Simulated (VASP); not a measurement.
# MoS2 (R3m) in VASP: notebook

Aim: see how the results for MoS2 move with the level of theory and the settings. Levels: revPBE, r2SCAN. Tasks: single point.

All numbers are computed with VASP 6.6.1; they aren't measurements. Logs are shortened: lines on timing, memory, paths and dates and some standing lists are left out, and cuts for length are marked.

### 1 The cell of the first run

The structure is trigonal, space group R3m (No. 160). Conventional cell: a = 3.149 Å, b = 3.149 Å, c = 18.386 Å, α = 90.00°, β = 90.00°, γ = 120.00°. Mo (site symmetry 3m) has 6 S at 2.38 Å within 3.1 Å. Within 3.1 Å of S (site symmetry 3m) lie 3 Mo at 2.38 Å and 1 S at 3.07 Å. S (site symmetry 3m) has 3 Mo at 2.38 Å and 1 S at 3.07 Å within 3.1 Å.

### 2 Single point, revPBE

INCAR

```
SYSTEM = MoS2
PREC = Accurate
ENCUT = 520
EDIFF = 1E-6
ISMEAR = -1
SIGMA = 0.0368
LREAL = .False.
LASPH = .True.
NELM = 80
ALGO = Normal
ISIF = 2
LWAVE = .False.
LCHARG = .False.
GGA = RE
NBANDS = 20
```

KPOINTS

```
Automatic mesh
0
Gamma
  7 7 7
  0 0 0
```

POSCAR

```
MoS2
1.0
    1.5745333700      0.9090538500      6.1287216500
   -1.5745333700      0.9090538500      6.1287216500
    0.0000000000     -1.8181176700      6.1287216500
Mo S
1 2
Direct
    0.0000000000      0.0000000000      0.0000000000
    0.2500000000      0.2500000000      0.2500000000
    0.4170000000      0.4170000000      0.4170000000
```

Potentials or basis: VASP PAW PBE potentials, release 64 (Mo_sv, S).

Run with:

```
> cat potpaw_PBE.64/Mo_sv/POTCAR potpaw_PBE.64/S/POTCAR > POTCAR
> mpirun -np 1 vasp_std > vasp.out
```

OUTCAR:

```text
SYSTEM = MoS2
   PREC = Accurate
   ENCUT = 520
   EDIFF = 1E-6
   ISMEAR = -1
   LREAL = .False.
   LASPH = .True.
   NELM = 80
   ISIF = 2
   GGA = RE

 ion  position               nearest neighbor table
   1  0.000  0.000  0.000-   2 2.38   2 2.38   2 2.38   3 2.38   3 2.38   3 2.38
   2  0.250  0.250  0.250-   1 2.38   1 2.38   1 2.38
   3  0.417  0.417  0.417-   1 2.38   1 2.38   1 2.38

  LATTYP: Found a trigonal (rhomboedric) cell.
 ALAT       =     6.3927117328
 COS(alpha) =     0.8786713146

  Lattice vectors:

 A1 = (   1.5745333700,   0.9090538500,   6.1287216500)
 A2 = (  -1.5745333700,   0.9090538500,   6.1287216500)
 A3 = (   0.0000000000,  -1.8181176700,   6.1287216500)

Analysis of symmetry for initial positions (statically):
=====================================================================
 Subroutine PRICEL returns:
 Original cell was already a primitive cell.

 Routine SETGRP: Setting up the symmetry group for a
 trigonal (rhombohedral) supercell.

 Subroutine GETGRP returns: Found  6 space group operations
 (whereof  6 operations were pure point group operations)
 out of a pool of 12 trial point group operations.

The static configuration has the point symmetry C_3v.

Analysis of symmetry for dynamics (positions and initial velocities):
=====================================================================
 Subroutine PRICEL returns:
 Original cell was already a primitive cell.

 Routine SETGRP: Setting up the symmetry group for a
 trigonal (rhombohedral) supercell.

 Subroutine GETGRP returns: Found  6 space group operations
 (whereof  6 operations were pure point group operations)
 out of a pool of 12 trial point group operations.

The dynamic configuration has the point symmetry C_3v.

 Subroutine INISYM returns: Found  6 space group operations
 (whereof  6 operations are pure point group operations),
 and found     1 'primitive' translations

----------------------------------------------------------------------------------------

                                     Primitive cell

  volume of cell :      52.6337

  direct lattice vectors                    reciprocal lattice vectors
     1.574533370  0.909053850  6.128721650     0.317554400  0.183340137  0.054388821
    -1.574533370  0.909053850  6.128721650    -0.317554400  0.183340137  0.054388821
     0.000000000 -1.818117670  6.128721650     0.000000000 -0.366680274  0.054388522

  length of vectors
     6.392711733  6.392711733  6.392713111     0.370691984  0.370691984  0.370691967

  position of ions in fractional coordinates (direct lattice)
     0.000000000  0.000000000  0.000000000
     0.250000000  0.250000000  0.250000000
     0.417000000  0.417000000  0.417000000

  ion indices of the primitive-cell ions
   primitive index   ion index
                 1           1
                 2           2
                 3           3

----------------------------------------------------------------------------------------

 KPOINTS: Automatic mesh

Automatic generation of k-mesh.
 Grid dimensions read from file:
 generate k-points for:    7    7    7

 Generating k-lattice:

  Cartesian coordinates                     Fractional coordinates (reciprocal lattice)
     0.045364914  0.026191448  0.007769832     0.142857143 -0.000000000 -0.000000000
    -0.045364914  0.026191448  0.007769832    -0.000000000  0.142857143 -0.000000000
     0.000000000 -0.052382896  0.007769789     0.000000000  0.000000000  0.142857143

  Length of vectors
     0.052955998  0.052955998  0.052955995

  Shift w.r.t. Gamma in fractional coordinates (k-lattice)
     0.000000000  0.000000000  0.000000000

 Subroutine IBZKPT returns following result:
 ===========================================

 Found     44 irreducible k-points:

 Following reciprocal coordinates:
            Coordinates               Weight
  0.000000  0.000000  0.000000      1.000000
  0.142857  0.000000  0.000000      6.000000
  0.285714  0.000000  0.000000      6.000000
  0.428571  0.000000  0.000000      6.000000
  0.142857  0.142857  0.000000      6.000000
  0.285714  0.142857  0.000000     12.000000
[... 16 lines left out ...]
  0.285714  0.285714  0.142857      6.000000
  0.428571  0.285714  0.142857     12.000000
 [... further k-points ...]
   k-points           NKPTS =     44   k-points in BZ     NKDIM =     44   number of bands    NBANDS=     20
   number of dos      NEDOS =    301   number of ions     NIONS =      3
   total plane-waves  NPLWV = 110592
   dimension x,y,z NGX =    48 NGY =   48 NGZ =   48
   dimension x,y,z NGXF=    96 NGYF=   96 NGZF=   96
   ions per type =               1   2
   NGX,Y,Z   is equivalent  to a cutoff of  12.48, 12.48, 12.48 a.u.
   NGXF,Y,Z  is equivalent  to a cutoff of  24.97, 24.97, 24.97 a.u.
 SYSTEM =  MoS2
   PREC   = accura    normal or accurate (medium, high low for compatibility)
   ISTART =      0    job   : 0-new  1-cont  2-samecut
   ICHARG =      2    charge: 1-file 2-atom 10-const
   ISPIN  =      1    spin polarized calculation?
   LNONCOLLINEAR =      F non collinear calculations
   LSORBIT =      F    spin-orbit coupling
   LASPH  =      T    aspherical Exc in radial PAW
   ENCUT  =  520.0 eV  38.22 Ry    6.18 a.u.  11.89 11.89 11.89*2*pi/ulx,y,z
   NELM   =     80;   NELMIN=  2; NELMDL= -5     # of ELM steps
   EDIFF  = 0.1E-05   stopping-criterion for ELM
   LREAL  =      F    real-space projection
   EDIFFG = 0.1E-04   stopping-criterion for IOM
   NSW    =      0    number of steps for IOM
   IBRION =     -1    ionic relax: 0-MD 1-quasi-New 2-CG
   NFREE  =      0    steps in history (QN), initial steepest desc. (CG)
   ISIF   =      2    stress and relaxation
   ISYM   =      2    0-nonsym 1-usesym 2-fastsym
   POTIM  = 0.5000    time-step for ionic-motion
   TEBEG  =    0.0;   TEEND  =   0.0 temperature during run
   PSTRESS=    0.0 pullay stress
   NELECT =      26.0000    total number of electrons
   NUPDOWN=      -1.0000    fix difference up-down
   EMIN   =  10.00;   EMAX   =-10.00  energy-range for DOS
   EFERMI =   0.00;   METHOD = LEGACY
   ISMEAR =    -1;   SIGMA  =   0.04  broadening in eV -4-tet -1-fermi 0-gaus
   EFERMI_NEDOS =   21; number of points for ismear=-14 and -15
   IALGO  =     38    algorithm
   IMIX   =      4    mixing-type and parameters
     AMIX     =   0.40;   BMIX     =  1.00
     AMIX_MAG =   1.60;   BMIX_MAG =  1.00
  volume/ion in A,a.u.               =      17.54       118.40
  Fermi-wavevector in a.u.,A,eV,Ry     =   1.294130  2.445551 22.786660  1.674772
  Thomas-Fermi vector in A             =   2.425732
   LORBIT       =      0    0 simple, 1 ext, 2 COOP (PROOUT), +10 PAW based schemes
   GGA     = RE    functional components
   LHFCALC =     F    Hartree Fock is set to
   AEXX    =    0.0000 exact exchange contribution
   IVDW    =     0    specifies the selected vdW correction
   LEPSILON=     F    determine dielectric tensor
   LRPA    =     F    only Hartree local field effects (RPA)
 non-spin polarized calculation
  energy-cutoff  :      520.00
  volume of cell :       52.63
 maximum number of plane-waves:      1432
   NGX = 23   NGY = 23   NGZ = 23

 number of electron      25.9999998 magnetization

 Free energy of the ion-electron system (eV)
  ---------------------------------------------------
  ext. energy  EPLUGINS =         0.00000000
  ---------------------------------------------------
  free energy    TOTEN  =       -20.64793469 eV

  energy without entropy =      -20.64793469  energy(sigma->0) =      -20.64793469

 E-fermi :   8.3622     XC(G=0): -10.7676

 val. band max:        7.8355788690   @ k =   0.4286   0.4286   0.4286
 cond. band min:       8.9464671820   @ k =  -0.1429   0.1429   0.0000
 fundamental gap:      1.1108883130
 Fermi energy:         8.3622457933

 k-point     1 :       0.0000    0.0000    0.0000
  band No.  band energies     occupation
      1     -53.7100      2.00000
      2     -27.8830      2.00000
      3     -27.6476      2.00000
      4     -27.6476      2.00000
      5      -7.3292      2.00000
      6      -5.5818      2.00000
[... 12 lines left out ...]
     19      16.0735      0.00000
     20      16.4983      0.00000

 k-point     2 :       0.1429    0.0000    0.0000
  band No.  band energies     occupation
      1     -53.7017      2.00000
      2     -27.8667      2.00000
      3     -27.7292      2.00000
      4     -27.6661      2.00000
      5      -7.0131      2.00000
      6      -5.4886      2.00000
[... 12 lines left out ...]
     19      16.5062      0.00000
     20      17.0713      0.00000

 k-point     3 :       0.2857    0.0000    0.0000
  band No.  band energies     occupation
      1     -53.6832      2.00000
      2     -27.9086      2.00000
      3     -27.8300      2.00000
      4     -27.7072      2.00000
      5      -6.2111      2.00000
      6      -5.2540      2.00000
[... 12 lines left out ...]
     19      15.8553      0.00000
     20      16.3603      0.00000

 k-point     4 :       0.4286    0.0000    0.0000
  band No.  band energies     occupation
      1     -53.6683      2.00000
      2     -28.0490      2.00000
      3     -27.8004      2.00000
      4     -27.7400      2.00000
      5      -5.4142      2.00000
      6      -5.0372      2.00000
[... 12 lines left out ...]
     19      14.8009      0.00000
     20      15.4364      0.00000

 k-point     5 :       0.1429    0.1429    0.0000
  band No.  band energies     occupation
      1     -53.7017      2.00000
      2     -27.8667      2.00000
      3     -27.7292      2.00000
      4     -27.6661      2.00000
      5      -7.0004      2.00000
      6      -5.5113      2.00000
[... 12 lines left out ...]
     19      16.5717      0.00000
     20      17.0613      0.00000
[... 353 lines left out ...]
      6      -5.0349      2.00000
[... 12 lines left out ...]
     19      15.0127      0.00000
     20      15.5603      0.00000

 k-point    22 :      -0.1429    0.1429    0.1429
  band No.  band energies     occupation
      1     -53.6832      2.00000
      2     -27.9086      2.00000
      3     -27.8300      2.00000
      4     -27.7072      2.00000
      5      -6.2190      2.00000
      6      -5.2438      2.00000
[... 12 lines left out ...]
     19      15.7127      0.00000
     20      16.6875      0.00000

 k-point    23 :       0.2857    0.2857    0.1429
  band No.  band energies     occupation
      1     -53.7017      2.00000
      2     -27.8667      2.00000
      3     -27.7291      2.00000
      4     -27.6661      2.00000
      5      -6.9205      2.00000
      6      -5.6464      2.00000
[... 12 lines left out ...]
     19      16.7211      0.00000
     20      17.2143      0.00000

 k-point    24 :       0.4286    0.2857    0.1429
  band No.  band energies     occupation
      1     -53.6884      2.00000
      2     -27.8479      2.00000
      3     -27.8402      2.00000
      4     -27.7075      2.00000
      5      -6.3410      2.00000
      6      -5.4807      2.00000
[... 12 lines left out ...]
     19      16.6564      0.00000
     20      16.8548      0.00000

 [... further k-points ...]
[... 5 lines left out ...]
  --------------------------------------------------------------------------------------
  -------------------------------------------------------------------------------------
  Total        2.6240811      2.6240806      3.4769196      0.0000000     -0.0000019      0.0000000
  in kB       79.8773457     79.8773296    105.8378522      0.0000000     -0.0000574      0.0000000
  external PRESSURE =      88.5308425 kB  Pullay stress =       0.0000000 kB

 VOLUME and BASIS-vectors are now :
 -----------------------------------------------------------------------------
  energy-cutoff  :      520.00
  volume of cell :       52.63
      direct lattice vectors                 reciprocal lattice vectors
     1.574533370  0.909053850  6.128721650     0.317554400  0.183340137  0.054388821
    -1.574533370  0.909053850  6.128721650    -0.317554400  0.183340137  0.054388821
     0.000000000 -1.818117670  6.128721650     0.000000000 -0.366680274  0.054388522

 POSITION                                       TOTAL-FORCE (eV/Angst)
 -----------------------------------------------------------------------------------
      0.00000      0.00000      0.00000         0.000000     -0.000000      0.089731
      0.00000     -0.00000      4.59654         0.000000      0.000000     -0.729123
      0.00000     -0.00000      7.66703         0.000000     -0.000000      0.639393
 -----------------------------------------------------------------------------------
    total drift:                                0.000000     -0.000003      0.000070

  FREE ENERGIE OF THE ION-ELECTRON SYSTEM (eV)
  ---------------------------------------------------
  free  energy   TOTEN  =       -20.6479346943 eV

  energy  without entropy=      -20.6479346855  energy(sigma->0) =      -20.64793469
```

Wall time 2.5 min (1 thread of AMD EPYC 7R43 (Zen 3), shared host); peak memory 0.28 GiB.

What came out:

| Item | Value |
| --- | --- |
| Free energy | -20.6479 eV |
| Pressure | 8.9 GPa |
| Largest force | 0.729 eV/Å |
| Band gap on the k mesh | 1.11 eV, indirect (least direct gap 2.16 eV) |

Forces on the atoms (eV/Å):
```
Mo   0.000  0.000  0.090
S    0.000  0.000 -0.729
S    0.000  0.000  0.639
```

Stress tensor (GPa, compression positive):
```
 7.99  0.00  0.00
 0.00  7.99  0.00
 0.00  0.00 10.58
```

Caveat: the PAW data sets were made with another functional, which shifts forces and pressure a little. A k mesh can miss the band edges.

(Continued in part 2 of 2.)
